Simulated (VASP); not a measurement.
# CdF2 (Fm-3m) in VASP: settings compared

CdF2 is run at these levels: r2SCAN+D3(BJ), r2SCAN, PBEsol; tasks: single point.

All numbers are computed with VASP 6.6.1; they aren't measurements. Logs are shortened: lines on timing, memory, paths and dates and some standing lists are left out, and cuts for length are marked.

### 1 The cell of the first run

It takes space group Fm-3m (No. 225, cubic). The conventional cell has a = 5.388 Å, b = 5.388 Å, c = 5.388 Å, α = 90.00°, β = 90.00°, γ = 90.00°. Cd (site symmetry m-3m) has 8 F at 2.33 Å within 3.1 Å. Within 3.1 Å of F (site symmetry -43m) lie 4 Cd at 2.33 Å and 6 F at 2.69 Å.

### 2 Single point, r2SCAN+D3(BJ)

The input, POSCAR:

```
CdF2
1.0
    0.0000000000      2.6940984906      2.6940984906
    2.6940984906      0.0000000000      2.6940984906
    2.6940984906      2.6940984906      0.0000000000
Cd F
1 2
Direct
    0.0000000000      0.0000000000      0.0000000000
    0.2500000000      0.2500000000      0.2500000000
    0.7500000000      0.7500000000      0.7500000000
```

The input, INCAR.step1:

```
ALGO = Normal
EDIFF = 1E-4
ENCUT = 520
GGA = PE
ISMEAR = 0
LASPH = True
LCHARG = False
LREAL = False
LWAVE = True
NBANDS = 20
NELM = 80
PREC = Accurate
SIGMA = 0.05
```

The input, INCAR.step2:

```
ALGO = Normal
EDIFF = 1E-6
ENCUT = 520
ISIF = 2
ISMEAR = 0
ISTART = 1
IVDW = 12
LASPH = True
LCHARG = False
LMIXTAU = True
LREAL = False
LWAVE = False
METAGGA = R2SCAN
NBANDS = 20
NELM = 80
PREC = Accurate
SIGMA = 0.05
VDW_A1 = 0.49484001
VDW_A2 = 5.73083694
VDW_S6 = 1.0
VDW_S8 = 0.78981345
```

The input, KPOINTS:

```
k-points
0
Gamma
  8 8 8
```

Potentials or basis: VASP PAW PBE potentials, release 64 (Cd, F).

Command:

```
$ cat potpaw_PBE.64/Cd/POTCAR potpaw_PBE.64/F/POTCAR > POTCAR
$ cp INCAR.step1 INCAR
$ mpirun -np 1 vasp_std > vasp.out
$ cp INCAR.step2 INCAR
$ mpirun -np 1 vasp_std > vasp.out
```

OUTCAR:

```text
EDIFF = 1E-6
   ENCUT = 520
   ISIF = 2
   ISMEAR = 0
   ISTART = 1
   IVDW = 12
   LASPH = True
   LREAL = False
   METAGGA = R2SCAN
   NELM = 80
   PREC = Accurate
 IVDW          = 12

 ion  position               nearest neighbor table
   1  0.000  0.000  0.000-   3 2.33   3 2.33   3 2.33   2 2.33   3 2.33   2 2.33   2 2.33   2 2.33

   2  0.250  0.250  0.250-   1 2.33   1 2.33   1 2.33   1 2.33
   3  0.750  0.750  0.750-   1 2.33   1 2.33   1 2.33   1 2.33

  LATTYP: Found a face centered cubic cell.
 ALAT       =     5.3881969812

  Lattice vectors:

 A1 = (   0.0000000000,   2.6940984906,   2.6940984906)
 A2 = (   2.6940984906,   0.0000000000,   2.6940984906)
 A3 = (   2.6940984906,   2.6940984906,   0.0000000000)

Analysis of symmetry for initial positions (statically):
=====================================================================
 Subroutine PRICEL returns:
 Original cell was already a primitive cell.

 Routine SETGRP: Setting up the symmetry group for a
 face centered cubic supercell.

 Subroutine GETGRP returns: Found 48 space group operations
 (whereof 48 operations were pure point group operations)
 out of a pool of 48 trial point group operations.

The static configuration has the point symmetry O_h .

Analysis of symmetry for dynamics (positions and initial velocities):
=====================================================================
 Subroutine PRICEL returns:
 Original cell was already a primitive cell.

 Routine SETGRP: Setting up the symmetry group for a
 face centered cubic supercell.

 Subroutine GETGRP returns: Found 48 space group operations
 (whereof 48 operations were pure point group operations)
 out of a pool of 48 trial point group operations.

The dynamic configuration has the point symmetry O_h .

 Subroutine INISYM returns: Found 48 space group operations
 (whereof 48 operations are pure point group operations),
 and found     1 'primitive' translations

----------------------------------------------------------------------------------------

                                     Primitive cell

  volume of cell :      39.1084

  direct lattice vectors                    reciprocal lattice vectors
     0.000000000  2.694098491  2.694098491    -0.185590839  0.185590839  0.185590839
     2.694098491  0.000000000  2.694098491     0.185590839 -0.185590839  0.185590839
     2.694098491  2.694098491  0.000000000     0.185590839  0.185590839 -0.185590839

  length of vectors
     3.810030624  3.810030624  3.810030624     0.321452763  0.321452763  0.321452763

  position of ions in fractional coordinates (direct lattice)
     0.000000000  0.000000000  0.000000000
     0.250000000  0.250000000  0.250000000
     0.750000000  0.750000000  0.750000000

  ion indices of the primitive-cell ions
   primitive index   ion index
                 1           1
                 2           2
                 3           3

----------------------------------------------------------------------------------------

 KPOINTS: k-points

Automatic generation of k-mesh.
 Grid dimensions read from file:
 generate k-points for:    8    8    8

 Generating k-lattice:

  Cartesian coordinates                     Fractional coordinates (reciprocal lattice)
    -0.023198855  0.023198855  0.023198855     0.125000000  0.000000000  0.000000000
     0.023198855 -0.023198855  0.023198855     0.000000000  0.125000000  0.000000000
     0.023198855  0.023198855 -0.023198855     0.000000000  0.000000000  0.125000000

  Length of vectors
     0.040181595  0.040181595  0.040181595

  Shift w.r.t. Gamma in fractional coordinates (k-lattice)
     0.000000000  0.000000000  0.000000000

 Subroutine IBZKPT returns following result:
 ===========================================

 Found     29 irreducible k-points:

 Following reciprocal coordinates:
            Coordinates               Weight
  0.000000  0.000000  0.000000      1.000000
  0.125000  0.000000  0.000000      8.000000
  0.250000  0.000000  0.000000      8.000000
  0.375000  0.000000  0.000000      8.000000
  0.500000  0.000000  0.000000      4.000000
  0.125000  0.125000  0.000000      6.000000
[... 16 lines left out ...]
  0.500000  0.250000  0.125000     48.000000
 -0.375000  0.250000  0.125000     24.000000
 [... further k-points ...]
   k-points           NKPTS =     29   k-points in BZ     NKDIM =     29   number of bands    NBANDS=     20
   number of dos      NEDOS =    301   number of ions     NIONS =      3
   total plane-waves  NPLWV =  21952
   dimension x,y,z NGX =    28 NGY =   28 NGZ =   28
   dimension x,y,z NGXF=    56 NGYF=   56 NGZF=   56
   ions per type =               1   2
   NGX,Y,Z   is equivalent  to a cutoff of  12.22, 12.22, 12.22 a.u.
   NGXF,Y,Z  is equivalent  to a cutoff of  24.43, 24.43, 24.43 a.u.
 SYSTEM =  unknown system
   PREC   = accura    normal or accurate (medium, high low for compatibility)
   ISTART =      1    job   : 0-new  1-cont  2-samecut
   ICHARG =      0    charge: 1-file 2-atom 10-const
   ISPIN  =      1    spin polarized calculation?
   LNONCOLLINEAR =      F non collinear calculations
   LSORBIT =      F    spin-orbit coupling
   LASPH  =      T    aspherical Exc in radial PAW
   ENCUT  =  520.0 eV  38.22 Ry    6.18 a.u.   7.08  7.08  7.08*2*pi/ulx,y,z
   NELM   =     80;   NELMIN=  2; NELMDL=  0     # of ELM steps
   EDIFF  = 0.1E-05   stopping-criterion for ELM
   LREAL  =      F    real-space projection
   EDIFFG = 0.1E-04   stopping-criterion for IOM
   NSW    =      0    number of steps for IOM
   IBRION =     -1    ionic relax: 0-MD 1-quasi-New 2-CG
   NFREE  =      0    steps in history (QN), initial steepest desc. (CG)
   ISIF   =      2    stress and relaxation
   ISYM   =      2    0-nonsym 1-usesym 2-fastsym
   POTIM  = 0.5000    time-step for ionic-motion
   TEBEG  =    0.0;   TEEND  =   0.0 temperature during run
   PSTRESS=    0.0 pullay stress
   NELECT =      26.0000    total number of electrons
   NUPDOWN=      -1.0000    fix difference up-down
   EMIN   =  10.00;   EMAX   =-10.00  energy-range for DOS
   EFERMI =   0.00;   METHOD = LEGACY
   ISMEAR =     0;   SIGMA  =   0.05  broadening in eV -4-tet -1-fermi 0-gaus
   EFERMI_NEDOS =   21; number of points for ismear=-14 and -15
   IALGO  =     38    algorithm
   IMIX   =      4    mixing-type and parameters
     AMIX     =   0.40;   BMIX     =  1.00
     AMIX_MAG =   1.60;   BMIX_MAG =  1.00
  volume/ion in A,a.u.               =      13.04        87.97
  Fermi-wavevector in a.u.,A,eV,Ry     =   1.428814  2.700068 27.776437  2.041511
  Thomas-Fermi vector in A             =   2.548835
   LORBIT       =      0    0 simple, 1 ext, 2 COOP (PROOUT), +10 PAW based schemes
   METAGGA = R2SCAN    functional components
   LHFCALC =     F    Hartree Fock is set to
   AEXX    =    0.0000 exact exchange contribution
   IVDW    =    12    specifies the selected vdW correction
   LEPSILON=     F    determine dielectric tensor
   LRPA    =     F    only Hartree local field effects (RPA)
 non-spin polarized calculation
 Gauss-broadening in eV      SIGMA  =   0.05
  energy-cutoff  :      520.00
  volume of cell :       39.11
 maximum number of plane-waves:      1067
   NGX = 15   NGY = 15   NGZ = 15

 number of electron      25.9999990 magnetization

 Free energy of the ion-electron system (eV)
  ---------------------------------------------------
  ext. energy  EPLUGINS =         0.00000000
  ---------------------------------------------------
  free energy    TOTEN  =       -33.71932029 eV

  energy without entropy =      -33.71932029  energy(sigma->0) =      -33.71932029

 E-fermi :  -1.5963     XC(G=0): -11.0475

 val. band max:       -1.8687545579   @ k =  -0.2500   0.5000   0.2500
 cond. band min:       1.8813850645   @ k =   0.0000   0.0000   0.0000
 fundamental gap:      3.7501396224
 Fermi energy:        -1.5962940296

 k-point     1 :       0.0000    0.0000    0.0000
  band No.  band energies     occupation
      1     -23.8076      2.00000
      2     -22.7415      2.00000
      3      -7.4977      2.00000
      4      -7.4977      2.00000
      5      -7.4977      2.00000
      6      -6.2598      2.00000
[... 12 lines left out ...]
     19      18.9921      0.00000
     20      18.9921      0.00000

 k-point     2 :       0.1250    0.0000    0.0000
  band No.  band energies     occupation
      1     -23.7598      2.00000
      2     -22.7836      2.00000
      3      -7.4377      2.00000
      4      -7.4377      2.00000
      5      -7.3295      2.00000
      6      -6.2784      2.00000
[... 12 lines left out ...]
     19      18.5762      0.00000
     20      18.5762      0.00000

 k-point     3 :       0.2500    0.0000    0.0000
  band No.  band energies     occupation
      1     -23.6311      2.00000
      2     -22.9001      2.00000
      3      -7.2992      2.00000
      4      -7.2992      2.00000
      5      -6.8769      2.00000
      6      -6.2943      2.00000
[... 12 lines left out ...]
     19      17.8615      0.00000
     20      18.3730      0.00000

 k-point     4 :       0.3750    0.0000    0.0000
  band No.  band energies     occupation
      1     -23.4526      2.00000
      2     -23.0630      2.00000
      3      -7.1848      2.00000
      4      -7.1848      2.00000
      5      -6.3078      2.00000
      6      -6.2431      2.00000
[... 12 lines left out ...]
     19      17.3097      0.00000
     20      17.9895      0.00000

 k-point     5 :       0.5000    0.0000    0.0000
  band No.  band energies     occupation
      1     -23.2886      2.00000
      2     -23.2200      2.00000
      3      -7.1501      2.00000
      4      -7.1500      2.00000
      5      -6.1910      2.00000
      6      -6.1910      2.00000
[... 12 lines left out ...]
     19      17.0909      0.00000
     20      17.6364      0.00000

 k-point     6 :       0.1250    0.1250    0.0000
  band No.  band energies     occupation
      1     -23.7456      2.00000
      2     -22.7958      2.00000
      3      -7.4095      2.00000
      4      -7.4095      2.00000
      5      -7.2848      2.00000
      6      -6.3415      2.00000
[... 12 lines left out ...]
     19      18.4228      0.00000
     20      19.1579      0.00000

 k-point     7 :       0.2500    0.1250    0.0000
  band No.  band energies     occupation
      1     -23.6473      2.00000
      2     -22.8826      2.00000
      3      -7.2830      2.00000
      4      -7.2816      2.00000
      5      -6.9430      2.00000
      6      -6.4265      2.00000
[... 12 lines left out ...]
     19      18.9069      0.00000
     20      19.6409      0.00000
[... 277 lines left out ...]
 k-point    20 :      -0.3750    0.3750    0.0000
  band No.  band energies     occupation
      1     -23.2870      2.00000
      2     -23.1858      2.00000
      3      -7.0617      2.00000
      4      -6.6474      2.00000
      5      -6.3495      2.00000
      6      -6.3266      2.00000
[... 12 lines left out ...]
     19      19.4855      0.00000
     20      20.2575      0.00000

 k-point    21 :       0.5000    0.5000    0.0000
  band No.  band energies     occupation
      1     -23.3615      2.00000
      2     -23.1029      2.00000
      3      -7.2603      2.00000
      4      -6.5227      2.00000
      5      -6.5227      2.00000
      6      -6.1495      2.00000
[... 12 lines left out ...]
     19      18.6334      0.00000
     20      20.7423      0.00000

 k-point    22 :       0.3750    0.2500    0.1250
  band No.  band energies     occupation
      1     -23.5415      2.00000
      2     -22.9730      2.00000
      3      -7.1584      2.00000
      4      -7.1161      2.00000
      5      -6.6022      2.00000
      6      -6.5315      2.00000
[... 12 lines left out ...]
     19      18.5268      0.00000
     20      21.1453      0.00000

 k-point    23 :       0.5000    0.2500    0.1250
  band No.  band energies     occupation
      1     -23.3981      2.00000
      2     -23.0992      2.00000
      3      -7.0646      2.00000
      4      -6.9616      2.00000
      5      -6.4979      2.00000
      6      -6.2589      2.00000
[... 12 lines left out ...]
     19      17.8993      0.00000
     20      21.1381      0.00000

 k-point    24 :      -0.3750    0.2500    0.1250
  band No.  band energies     occupation
      1     -23.2619      2.00000
      2     -23.2275      2.00000
      3      -7.0334      2.00000
      4      -6.9217      2.00000
      5      -6.3204      2.00000
      6      -6.2981      2.00000
[... 12 lines left out ...]
     19      17.6334      0.00000
     20      21.5718      0.00000

 [... further k-points ...]

------------------------ aborting loop because EDIFF is reached ----------------------------------------

 Edisp (eV)   -0.23658

 E8    (eV) :    -0.0677

  FORCE on cell =-STRESS in cart. coord.  units (eV):
  Direction    XX          YY          ZZ          XY          YZ          ZX
  --------------------------------------------------------------------------------------
  -------------------------------------------------------------------------------------
  Total       0.00368     0.00368     0.00368     0.00000     0.00000     0.00000
  in kB       0.15086     0.15086     0.15086     0.00000     0.00000     0.00000
  external pressure =        0.15 kB  Pullay stress =        0.00 kB

 VOLUME and BASIS-vectors are now :
 -----------------------------------------------------------------------------
  energy-cutoff  :      520.00
  volume of cell :       39.11
      direct lattice vectors                 reciprocal lattice vectors
     0.000000000  2.694098491  2.694098491    -0.185590839  0.185590839  0.185590839
     2.694098491  0.000000000  2.694098491     0.185590839 -0.185590839  0.185590839
     2.694098491  2.694098491  0.000000000     0.185590839  0.185590839 -0.185590839

 POSITION                                       TOTAL-FORCE (eV/Angst)
 -----------------------------------------------------------------------------------
      0.00000      0.00000      0.00000        -0.000000      0.000000     -0.000000
      1.34705      1.34705      1.34705         0.000000      0.000000      0.000000
      4.04115      4.04115      4.04115        -0.000000     -0.000000     -0.000000
 -----------------------------------------------------------------------------------
    total drift:                                0.000000      0.000000      0.000000

  FREE ENERGIE OF THE ION-ELECTRON SYSTEM (eV)
  ---------------------------------------------------
  free  energy   TOTEN  =       -33.9558973637 eV

  energy  without entropy=      -33.9558973637  energy(sigma->0) =      -33.95589736
```

Run time: 34 s. Hardware: 1 thread of Intel Xeon 6975P-C (Granite Rapids), shared host; peak memory 0.18 GiB.

Results:

```
Free energy                : -33.9559 eV
Pressure                   : 0.0 GPa
Band gap on the k mesh     : 3.75 eV (least direct gap 4.25 eV)
Dispersion energy per atom : -0.079 eV
```

Caveat: the PAW data sets were made with another functional, which shifts forces and pressure a little.

### 3 Single point, r2SCAN (13.26 Å³/atom)

This run uses another cell than the first one, of 13.26 Å³/atom.

The input, POSCAR:

```
CdF2
1.0
    0.0000000000      2.7091320668      2.7091320668
    2.7091320668      0.0000000000      2.7091320668
    2.7091320668      2.7091320668      0.0000000000
Cd F
1 2
Direct
    0.0000000000      0.0000000000      0.0000000000
    0.2500000000      0.2500000000      0.2500000000
    0.7500000000      0.7500000000      0.7500000000
```

The input, INCAR.step1:

```
SYSTEM = CdF2
  PREC = Accurate
  ENCUT = 520
  ISMEAR = 0
  SIGMA = 0.05
  LREAL = .FALSE.
  LASPH = .TRUE.
  NELM = 60
  NBANDS = 20
  GGA = PE
  ALGO = Normal
  EDIFF = 1E-4
  LWAVE = .TRUE.
  LCHARG = .FALSE.
```

The input, INCAR.step2:

```
SYSTEM = CdF2
  PREC = Accurate
  ENCUT = 520
  EDIFF = 1E-6
  ISMEAR = 0
  SIGMA = 0.05
  LREAL = .FALSE.
  LASPH = .TRUE.
  NELM = 60
  ALGO = Normal
  ISIF = 2
  LWAVE = .FALSE.
  LCHARG = .TRUE.
  METAGGA = R2SCAN
  LMIXTAU = .TRUE.
  LELF = .TRUE.
  LVHAR = .TRUE.
  NBANDS = 20
  ISTART = 1
```

The input, KPOINTS:

```
Automatic mesh
0
G
  8 8 8
  0 0 0
```

Potentials or basis: VASP PAW PBE potentials, release 64 (Cd, F).

Command:

```
$ cat potpaw_PBE.64/Cd/POTCAR potpaw_PBE.64/F/POTCAR > POTCAR
$ cp INCAR.step1 INCAR
$ mpirun -np 1 vasp_std > vasp.out
$ cp INCAR.step2 INCAR
$ mpirun -np 1 vasp_std > vasp.out
```

It took 40 s on 1 thread of Intel Xeon 6975P-C (Granite Rapids), shared host; peak memory 0.17 GiB.

It converged, with:

* Free energy: -33.7208 eV
* Pressure: -0.9 GPa
* Band gap on the k mesh: 3.69 eV (least direct gap 4.21 eV)

Levels at points of the mesh, in eV from the valence-band top:
```tsv
k point	band 10	band 11	band 12	band 13	band 14	band 15	band 16	band 17
(0.00, 0.00, 0.00)	-0.95	-0.53	-0.53	-0.53	3.69	13.52	13.52	13.52
(0.50, 0.00, 0.00)	-1.79	-1.79	-0.41	-0.41	7.85	9.64	15.44	15.44
(0.50, 0.50, 0.00)	-2.88	-0.48	-0.09	-0.09	8.73	10.45	12.14	15.14
```

Caveat: the PAW data sets were made with another functional, which shifts forces and pressure a little. r2SCAN opens gaps a little over a GGA but as a rule still falls short of measured ones.

(Part 1 of 2 ends here.)
